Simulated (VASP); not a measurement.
Input of a VASP 6.6.1 run:

File INCAR:

```
  ALGO = Normal
  DIPOL = 0.5 0.5 0.500
  EDIFF = 1E-6
  ENCUT = 520
  GGA = PE
  IDIPOL = 3
  ISIF = 2
  ISMEAR = 0
  IVDW = 12
  LASPH = True
  LCHARG = False
  LDIPOL = True
  LREAL = False
  LWAVE = False
  NBANDS = 35
  NELM = 60
  PREC = Accurate
  SIGMA = 0.05
```

Contents of KPOINTS:

```
k-points
0
Gamma
  9 9 1
```

Contents of POSCAR:

```
Te2Mo
1.0
    3.5603917375      0.0000000000      0.0000000000
   -1.7801958688      3.0833896921      0.0000000000
    0.0000000000      0.0000000000     31.0975557363
Te Mo
4 2
Direct
    0.6666666667      0.3333333333      0.3336141584
    0.6666666667      0.3333333333      0.4489954973
    0.3333333333      0.6666666667      0.5510048353
    0.3333333333      0.6666666667      0.6663852317
    0.3333333333      0.6666666667      0.3912665356
    0.6666666667      0.3333333333      0.6087337417
```

Potentials or basis: VASP PAW PBE potentials, release 64 (Te, Mo_sv).

Launch:

```console
$ cat potpaw_PBE.64/Te/POTCAR potpaw_PBE.64/Mo_sv/POTCAR > POTCAR
$ mpirun -np 1 vasp_std > vasp.out
```

Q: Estimate the band gap on the k mesh.

A: 0.67 eV, indirect (least direct gap 1.00 eV).

Q: Estimate the dispersion energy per atom.

A: -0.463 eV.

Q: Estimate the largest force.

A: 0.027 eV/Å.

Forces in eV/Å, atoms in the order of the input:
```
Te   0.000  0.000 -0.027
Te   0.000  0.000  0.001
Te   0.000  0.000 -0.001
Te   0.000  0.000  0.027
Mo   0.000  0.000  0.002
Mo   0.000  0.000 -0.002
```

Caveat: spin-orbit coupling is left out, which moves the levels of the heavy elements.
